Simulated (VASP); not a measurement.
# VN (Fm-3m) in VASP: notebook

VN is run at these levels: RPBE+D4; tasks: single point.

Everything below comes from runs of VASP 6.6.1. Logs are shortened: lines on timing, memory, paths and dates and some standing lists are left out, and cuts for length are marked.

**1. The cell of the first run**

The structure is cubic, space group Fm-3m (No. 225). The conventional cell has a = 3.986 Å, b = 3.986 Å, c = 3.986 Å, α = 90.00°, β = 90.00°, γ = 90.00°. Within 2.6 Å of V (site symmetry m-3m) lie 6 N at 1.99 Å. Within 2.6 Å of N (site symmetry m-3m) lie 6 V at 1.99 Å.

**2. Single point, RPBE+D4, collinear spin, ferromagnetic start**

Input file INCAR:

```
SYSTEM = VN
PREC = Accurate
ENCUT = 600
EDIFF = 1E-6
ISMEAR = 0
SIGMA = 0.05
LREAL = .False.
LASPH = .True.
NELM = 200
ALGO = Normal
ISIF = 2
LWAVE = .False.
LCHARG = .True.
ISPIN = 2
MAGMOM = 0.05 0
LORBIT = 11
LMAXMIX = 4
GGA = RP
IVDW = 13
LELF = .True.
LVHAR = .True.
NBANDS = 20
GGA_COMPAT = .False.
```

Input file KPOINTS:

```
regular mesh
0
Gamma
  10 10 10
  0 0 0
```

Input file POSCAR:

```
VN
1.0
    0.0000000000      1.9927709855      1.9927709855
    1.9927709855      0.0000000000      1.9927709855
    1.9927709855      1.9927709855      0.0000000000
V N
1 1
Direct
    0.0000000000      0.0000000000      0.0000000000
    0.5000000000      0.5000000000      0.5000000000
```

Potentials or basis: VASP PAW PBE potentials, release 64 (V_sv, N).

Command:

```sh
> cat potpaw_PBE.64/V_sv/POTCAR potpaw_PBE.64/N/POTCAR > POTCAR
> mpirun -np 1 vasp_std > vasp.out
```

OUTCAR:

```text
SYSTEM = VN
   PREC = Accurate
   ENCUT = 600
   EDIFF = 1E-6
   ISMEAR = 0
   LREAL = .False.
   LASPH = .True.
   NELM = 200
   ISIF = 2
   ISPIN = 2
   LORBIT = 11
   GGA = RP
   IVDW = 13

 ion  position               nearest neighbor table
   1  0.000  0.000  0.000-   2 1.99   2 1.99   2 1.99   2 1.99   2 1.99   2 1.99
   2  0.500  0.500  0.500-   1 1.99   1 1.99   1 1.99   1 1.99   1 1.99   1 1.99

  LATTYP: Found a face centered cubic cell.
 ALAT       =     3.9855419710

  Lattice vectors:

 A1 = (   0.0000000000,   1.9927709855,   1.9927709855)
 A2 = (   1.9927709855,   0.0000000000,   1.9927709855)
 A3 = (   1.9927709855,   1.9927709855,   0.0000000000)

Analysis of symmetry for initial positions (statically):
=====================================================================
 Subroutine PRICEL returns:
 Original cell was already a primitive cell.

 Routine SETGRP: Setting up the symmetry group for a
 face centered cubic supercell.

 Subroutine GETGRP returns: Found 48 space group operations
 (whereof 48 operations were pure point group operations)
 out of a pool of 48 trial point group operations.

The static configuration has the point symmetry O_h .

Analysis of symmetry for dynamics (positions and initial velocities):
=====================================================================
 Subroutine PRICEL returns:
 Original cell was already a primitive cell.

 Routine SETGRP: Setting up the symmetry group for a
 face centered cubic supercell.

 Subroutine GETGRP returns: Found 48 space group operations
 (whereof 48 operations were pure point group operations)
 out of a pool of 48 trial point group operations.

The dynamic configuration has the point symmetry O_h .

Analysis of structural, dynamic, and magnetic symmetry:
=====================================================================
 Subroutine PRICEL returns:
 Original cell was already a primitive cell.

 Routine SETGRP: Setting up the symmetry group for a
 face centered cubic supercell.

 Subroutine GETGRP returns: Found 48 space group operations
 (whereof 48 operations were pure point group operations)
 out of a pool of 48 trial point group operations.

The overall configuration has the point symmetry O_h .

 Subroutine INISYM returns: Found 48 space group operations
 (whereof 48 operations are pure point group operations),
 and found     1 'primitive' translations

----------------------------------------------------------------------------------------

                                     Primitive cell

  volume of cell :      15.8271

  direct lattice vectors                    reciprocal lattice vectors
     0.000000000  1.992770985  1.992770985    -0.250906905  0.250906905  0.250906905
     1.992770985  0.000000000  1.992770985     0.250906905 -0.250906905  0.250906905
     1.992770985  1.992770985  0.000000000     0.250906905  0.250906905 -0.250906905

  length of vectors
     2.818203754  2.818203754  2.818203754     0.434583507  0.434583507  0.434583507

  position of ions in fractional coordinates (direct lattice)
     0.000000000  0.000000000  0.000000000
     0.500000000  0.500000000  0.500000000

  ion indices of the primitive-cell ions
   primitive index   ion index
                 1           1
                 2           2

----------------------------------------------------------------------------------------

 KPOINTS: regular mesh

Automatic generation of k-mesh.
 Grid dimensions read from file:
 generate k-points for:   10   10   10

 Generating k-lattice:

  Cartesian coordinates                     Fractional coordinates (reciprocal lattice)
    -0.025090690  0.025090690  0.025090690     0.100000000  0.000000000  0.000000000
     0.025090690 -0.025090690  0.025090690     0.000000000  0.100000000  0.000000000
     0.025090690  0.025090690 -0.025090690     0.000000000  0.000000000  0.100000000

  Length of vectors
     0.043458351  0.043458351  0.043458351

  Shift w.r.t. Gamma in fractional coordinates (k-lattice)
     0.000000000  0.000000000  0.000000000

 Subroutine IBZKPT returns following result:
 ===========================================

 Found     47 irreducible k-points:

 Following reciprocal coordinates:
            Coordinates               Weight
  0.000000  0.000000  0.000000      1.000000
  0.100000  0.000000  0.000000      8.000000
  0.200000  0.000000  0.000000      8.000000
  0.300000  0.000000  0.000000      8.000000
  0.400000  0.000000  0.000000      8.000000
  0.500000  0.000000  0.000000      4.000000
[... 16 lines left out ...]
  0.300000  0.300000  0.000000      6.000000
  0.400000  0.300000  0.000000     24.000000
 [... further k-points ...]
   k-points           NKPTS =     47   k-points in BZ     NKDIM =     47   number of bands    NBANDS=     20
   number of dos      NEDOS =    301   number of ions     NIONS =      2
   total plane-waves  NPLWV =  13824
   dimension x,y,z NGX =    24 NGY =   24 NGZ =   24
   dimension x,y,z NGXF=    48 NGYF=   48 NGZF=   48
   ions per type =               1   1
   NGX,Y,Z   is equivalent  to a cutoff of  14.16, 14.16, 14.16 a.u.
   NGXF,Y,Z  is equivalent  to a cutoff of  28.32, 28.32, 28.32 a.u.
 SYSTEM =  VN
   PREC   = accura    normal or accurate (medium, high low for compatibility)
   ISTART =      0    job   : 0-new  1-cont  2-samecut
   ICHARG =      2    charge: 1-file 2-atom 10-const
   ISPIN  =      2    spin polarized calculation?
   LNONCOLLINEAR =      F non collinear calculations
   LSORBIT =      F    spin-orbit coupling
   LASPH  =      T    aspherical Exc in radial PAW
   ENCUT  =  600.0 eV  44.10 Ry    6.64 a.u.   5.63  5.63  5.63*2*pi/ulx,y,z
   NELM   =    200;   NELMIN=  2; NELMDL= -5     # of ELM steps
   EDIFF  = 0.1E-05   stopping-criterion for ELM
   LREAL  =      F    real-space projection
   EDIFFG = 0.1E-04   stopping-criterion for IOM
   NSW    =      0    number of steps for IOM
   IBRION =     -1    ionic relax: 0-MD 1-quasi-New 2-CG
   NFREE  =      0    steps in history (QN), initial steepest desc. (CG)
   ISIF   =      2    stress and relaxation
   ISYM   =      2    0-nonsym 1-usesym 2-fastsym
   POTIM  = 0.5000    time-step for ionic-motion
   TEBEG  =    0.0;   TEEND  =   0.0 temperature during run
   PSTRESS=    0.0 pullay stress
   NELECT =      18.0000    total number of electrons
   NUPDOWN=      -1.0000    fix difference up-down
   EMIN   =  10.00;   EMAX   =-10.00  energy-range for DOS
   EFERMI =   0.00;   METHOD = LEGACY
   ISMEAR =     0;   SIGMA  =   0.05  broadening in eV -4-tet -1-fermi 0-gaus
   EFERMI_NEDOS =   21; number of points for ismear=-14 and -15
   IALGO  =     38    algorithm
   IMIX   =      4    mixing-type and parameters
     AMIX     =   0.40;   BMIX     =  1.00
     AMIX_MAG =   1.60;   BMIX_MAG =  1.00
  volume/ion in A,a.u.               =       7.91        53.40
  Fermi-wavevector in a.u.,A,eV,Ry     =   1.708828  3.229216 39.730265  2.920092
  Thomas-Fermi vector in A             =   2.787424
   LORBIT       =     11    0 simple, 1 ext, 2 COOP (PROOUT), +10 PAW based schemes
   GGA     = RP    functional components
   LHFCALC =     F    Hartree Fock is set to
   AEXX    =    0.0000 exact exchange contribution
   IVDW    =    13    specifies the selected vdW correction
   LEPSILON=     F    determine dielectric tensor
   LRPA    =     F    only Hartree local field effects (RPA)
 spin polarized calculation
 Gauss-broadening in eV      SIGMA  =   0.05
  energy-cutoff  :      600.00
  volume of cell :       15.83
 maximum number of plane-waves:       544
   NGX = 11   NGY = 11   NGZ = 11

 number of electron      17.9999994 magnetization       0.0009651

 Free energy of the ion-electron system (eV)
  ---------------------------------------------------
  ext. energy  EPLUGINS =         0.00000000
  ---------------------------------------------------
  free energy    TOTEN  =       -18.03538896 eV

  energy without entropy =      -18.03310208  energy(sigma->0) =      -18.03424552

 E-fermi :  13.7332     XC(G=0): -14.0911

 val. band max:       13.7137312871   @ k =   0.3000   0.1000   0.0000
 cond. band min:      13.7619967788   @ k =   0.3000   0.2000   0.1000
 fundamental gap:      0.0482654917
 Fermi energy:        13.7331672968

 spin component 1

 k-point     1 :       0.0000    0.0000    0.0000
  band No.  band energies     occupation
      1     -51.9090      1.00000
      2     -25.4054      1.00000
      3     -25.4054      1.00000
      4     -25.4054      1.00000
      5      -5.1727      1.00000
      6      11.2174      1.00000
[... 12 lines left out ...]
     19      43.1250      0.00000
     20      43.1250      0.00000
[... 507 lines left out ...]
 k-point    24 :       0.4000    0.3000    0.0000
  band No.  band energies     occupation
      1     -51.7876      1.00000
      2     -25.9053      1.00000
      3     -25.6013      1.00000
      4     -25.5803      1.00000
      5      -3.2327      1.00000
      6       5.9196      1.00000
[... 12 lines left out ...]
     19      42.4966      0.00000
     20      44.8482      0.00000

 [... further k-points ...]

 spin component 2

 k-point     1 :       0.0000    0.0000    0.0000
  band No.  band energies     occupation
      1     -51.9080      1.00000
      2     -25.4044      1.00000
      3     -25.4044      1.00000
      4     -25.4044      1.00000
      5      -5.1727      1.00000
      6      11.2173      1.00000
[... 12 lines left out ...]
     19      43.1254      0.00000
     20      43.1254      0.00000
[... 507 lines left out ...]
 k-point    24 :       0.4000    0.3000    0.0000
  band No.  band energies     occupation
      1     -51.7866      1.00000
      2     -25.9043      1.00000
      3     -25.6004      1.00000
      4     -25.5793      1.00000
      5      -3.2327      1.00000
      6       5.9198      1.00000
[... 12 lines left out ...]
     19      42.4971      0.00000
     20      44.8485      0.00000

 [... further k-points ...]

------------------------ aborting loop because EDIFF is reached ----------------------------------------

  DFT-D4 for vdW energy calculation

  Edisp (eV):   -1.78272

  FORCE on cell =-STRESS in cart. coord.  units (eV):
  Direction    XX          YY          ZZ          XY          YZ          ZX
  --------------------------------------------------------------------------------------
  -------------------------------------------------------------------------------------
  Total       2.03711     2.03711     2.03711     0.00000     0.00000     0.00000
  in kB     206.21585   206.21585   206.21585     0.00000     0.00000     0.00000
  external pressure =      206.22 kB  Pullay stress =        0.00 kB

 VOLUME and BASIS-vectors are now :
 -----------------------------------------------------------------------------
  energy-cutoff  :      600.00
  volume of cell :       15.83
      direct lattice vectors                 reciprocal lattice vectors
     0.000000000  1.992770985  1.992770985    -0.250906905  0.250906905  0.250906905
     1.992770985  0.000000000  1.992770985     0.250906905 -0.250906905  0.250906905
     1.992770985  1.992770985  0.000000000     0.250906905  0.250906905 -0.250906905

 POSITION                                       TOTAL-FORCE (eV/Angst)
 -----------------------------------------------------------------------------------
      0.00000      0.00000      0.00000        -0.000000     -0.000000      0.000000
      1.99277      1.99277      1.99277         0.000000      0.000000     -0.000000
 -----------------------------------------------------------------------------------
    total drift:                                0.000000     -0.000000     -0.000000

  FREE ENERGIE OF THE ION-ELECTRON SYSTEM (eV)
  ---------------------------------------------------
  free  energy   TOTEN  =       -19.8181118462 eV

  energy  without entropy=      -19.8158249690  energy(sigma->0) =      -19.81696841

 total charge

# of ion       s       p       d       tot
------------------------------------------
    1        2.268   6.344   3.298  11.909
    2        1.259   2.579   0.000   3.839
--------------------------------------------------
tot          3.527   8.923   3.298  15.747

 magnetization (x)

# of ion       s       p       d       tot
------------------------------------------
    1        0.000   0.000   0.001   0.001
    2       -0.000  -0.000   0.000  -0.000
--------------------------------------------------
tot         -0.000  -0.000   0.001   0.001
```

It took 20 s on 1 thread of Intel Xeon 6975P-C, shared host; peak memory 0.17 GiB.

What came out:

| Item | Value |
| --- | --- |
| Free energy | -19.8181 eV |
| Pressure | 20.6 GPa |
| Band gap on the k mesh | zero (filled and empty bands overlap) |
| Net moment | 0.00 μB per cell |
| Valence electrons inside the program's atomic spheres | V 11.91; N 3.84 |
| Dispersion energy per atom | -0.891 eV |

Caveat: the PAW data sets were made with another functional, which shifts forces and pressure a little; pairwise dispersion overbinds metals, which lowers pressure and volume.

**3. Single point, RPBE+D4, collinear spin, ferromagnetic start (volume scaled by 0.96)**

Input file INCAR:

```
SYSTEM = VN
ALGO = Normal
EDIFF = 1E-6
ENCUT = 600
GGA = RP
GGA_COMPAT = .FALSE.
ISIF = 2
ISMEAR = 0
ISPIN = 2
IVDW = 13
LASPH = .TRUE.
LCHARG = .FALSE.
LMAXMIX = 4
LORBIT = 11
LREAL = .FALSE.
LWAVE = .FALSE.
MAGMOM = 0.05 0
NBANDS = 20
NELM = 200
PREC = Accurate
SIGMA = 0.05
```

Input file KPOINTS:

```
k-points
0
G
  10 10 10
  0 0 0
```

Input file POSCAR:

```
VN
1.0
    0.0000000000      2.0008463966      2.0008463966
    2.0008463966      0.0000000000      2.0008463966
    2.0008463966      2.0008463966      0.0000000000
V N
1 1
Direct
    0.0000000000      0.0000000000      0.0000000000
    0.5000000000      0.5000000000      0.5000000000
```

Potentials or basis: VASP PAW PBE potentials, release 64 (V_sv, N).

Command:

```sh
> cat potpaw_PBE.64/V_sv/POTCAR potpaw_PBE.64/N/POTCAR > POTCAR
> mpirun -np 1 vasp_std > vasp.out
```

Wall time 20 s (1 thread of Intel Xeon 6975P-C, shared host); peak memory 0.17 GiB.

The run converged. Its results:

```yaml
Free_energy: -19.8405 eV
Pressure: 15.8 GPa
Band_gap_on_the_k_mesh: zero (filled and empty bands overlap)
Net_moment: 0.00 μB per cell
Valence_electrons_inside_the_program's_atomic_spheres: V 11.88; N 3.83
Dispersion_energy_per_atom: -0.877 eV
```

Levels at points of the mesh, in eV from the Fermi level:
Spin up:
```csv
k point,band 7,band 8,band 9,band 10,band 11,band 12
"(0.00, 0.00, 0.00)",-2.49,-2.49,-1.80,-1.80,-1.80,-0.58
"(0.50, 0.00, 0.00)",-6.76,-6.76,0.64,0.64,1.65,5.57
"(0.50, 0.50, 0.00)",-4.40,-3.96,-3.96,0.54,1.35,1.35
```
Spin down:
```
           k point  band 6  band 7  band 8  band 9  band 10  band 11  band 12  band 13
(0.00, 0.00, 0.00)   -2.49   -2.49   -2.49   -1.80    -1.80    -1.80    -0.58    -0.58
(0.50, 0.00, 0.00)   -9.67   -6.76   -6.76    0.64     0.64     1.65     5.57     5.57
(0.50, 0.50, 0.00)   -7.10   -4.40   -3.96   -3.96     0.54     1.35     1.35     3.19
```

Caveat: the PAW data sets were made with another functional, which shifts forces and pressure a little; pairwise dispersion overbinds metals, which lowers pressure and volume.
